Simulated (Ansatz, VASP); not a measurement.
# Ru2W in VASP and in Ansatz

INCAR

```
PREC = Accurate ; ENCUT = 600
EDIFF = 1E-7 ; ISMEAR = 0
SIGMA = 0.1 ; LREAL = False
LASPH = True ; NELM = 100
ALGO = Fast ; ISIF = 3
LWAVE = False ; LCHARG = False
GGA = PE ; IBRION = 2
NSW = 100 ; EDIFFG = -0.01
```

File KPOINTS:

```
Automatic mesh
0
Gamma
  12 12 16
```

POSCAR

```
Ru2W
1.0
    4.3202254152      0.0000000000      0.0000000000
   -2.1601127076      3.7414249597      0.0000000000
    0.0000000000      0.0000000000      2.7412730646
Ru W
2 1
Direct
    0.3333333333      0.6666666667      0.5000000000
    0.6666666667      0.3333333333      0.5000000000
    0.0000000000      0.0000000000      0.0000000000
```

Input for Ansatz:

```yaml
crystal:
  lattice:
    - [4.3202254152, 0.0, 0.0]
    - [-2.1601127076, 3.7414249597, 0.0]
    - [0.0, 0.0, 2.7412730646]
  atoms:
    - { symbol: Ru, position: [0.3333333333, 0.6666666667, 0.5] }
    - { symbol: Ru, position: [0.6666666667, 0.3333333333, 0.5] }
    - { symbol: W, position: [0.0, 0.0, 0.0] }
basis:
  ecutwfc: 420
kpoints:
  mp_grid: { grid: [12, 12, 16] }
hamiltonian:
  xc: pbe
scf:
  occupations: { method: gaussian, width: 0.1 }
output:
  forces: true
  stress: true
  eigenvalues: true
relax:
  adjacent_minimum: "off"
  f_tol: 0.01
  max_steps: 80
  cell: { stress_tol: 0.05 }
```

Alike in both runs: task relaxation of cell and atoms; functional PBE; k mesh 12 × 12 × 16; occupations gaussian, width 0.1 eV; no spin polarisation.

|  | VASP | Ansatz |
| --- | --- | --- |
| version | VASP 6.6.1 | Ansatz 0.2.0 |
| potentials or method | VASP PAW PBE potentials, release 64 (Ru_pv, W_sv), cutoff 600 eV | scalar-relativistic, plane waves, PAW |
| valence electrons in the cell | 42 | 46 |

Ansatz gave:

```
gap on the k mesh at the Fermi level, each at its own relaxed structure (eV)  : none
relaxed volume (Å³/atom)                                                      : 14.76
relaxed length of the cell vector where the two differ most in proportion (Å) : 4.319
```

**Question.** What did VASP give for the same quantities?

**Answer.** gap on the k mesh at the Fermi level, each at its own relaxed structure (eV): none; relaxed volume (Å³/atom): 14.77; relaxed length of the cell vector where the two differ most in proportion (Å): 4.320.

A gap of «none» marks a metal or a gap that the smearing closes. VASP's potentials hold 42 valence electrons a cell and Ansatz's 46, so a difference there can come from the potentials and not from the codes.

Spin-orbit coupling is off throughout.
